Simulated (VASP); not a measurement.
Wanted: the native input for a VASP 6.6.1 run.

```yaml
Task: single point
Functional: BLYP
Potentials_or_basis: VASP PAW PBE potentials, release 64 (Au)
Cutoff: 520 eV
k_mesh: 6 × 6 × 6
Occupations: fermi-dirac, width 0.1 eV
Spin: no spin polarisation
Dipole_correction: no
Further_INCAR_settings: ALGO = Normal; EDIFF = 1e-07; NBANDS = 54
```

The structure of Au lies in POSCAR:

```
Au
1.0
    5.4405683698      0.0000000000      0.0000000000
    0.0000000000      5.4405683698      0.0000000000
    0.0000000000      0.0000000000      5.4405683698
Au
8
Direct
    1.0000000000      1.0000000000      0.0000000000
    0.5000000000      0.5000000000      0.5000000000
    0.2500000000      1.0000000000      0.5000000000
    0.7500000000      0.0000000000      0.5000000000
    0.5000000000      0.2500000000      1.0000000000
    0.5000000000      0.7500000000      1.0000000000
    0.0000000000      0.5000000000      0.2500000000
    0.0000000000      0.5000000000      0.7500000000
```

The input as run:

INCAR

```
AGGAC = 1.0
AGGAX = 1.0
ALDAC = 0.0
ALDAX = 1.0
ALGO = Normal
EDIFF = 1E-7
ENCUT = 520
GGA = B5
ISIF = 2
ISMEAR = -1
LASPH = True
LCHARG = False
LREAL = False
LWAVE = False
NBANDS = 54
NELM = 100
PREC = Accurate
SIGMA = 0.1
```

KPOINTS

```
k-points
0
Gamma
  6 6 6
```

Potentials or basis: VASP PAW PBE potentials, release 64 (Au).

Launch:

```bash
$ cat potpaw_PBE.64/Au/POTCAR > POTCAR
$ mpirun -np 1 vasp_std > vasp.out
```

Results of the run:

The pressure is 0.5 GPa and the band gap on the k mesh is zero (bands 44 and 45 overlap by 2.09 eV).

Caveat: the PAW data sets were made with another functional, which shifts forces and pressure a little; spin-orbit coupling is left out, which moves the levels of the heavy elements.

It took 2.2 min on 1 thread of Intel Xeon 8259CL, on a shared host, peak memory 0.27 GiB.
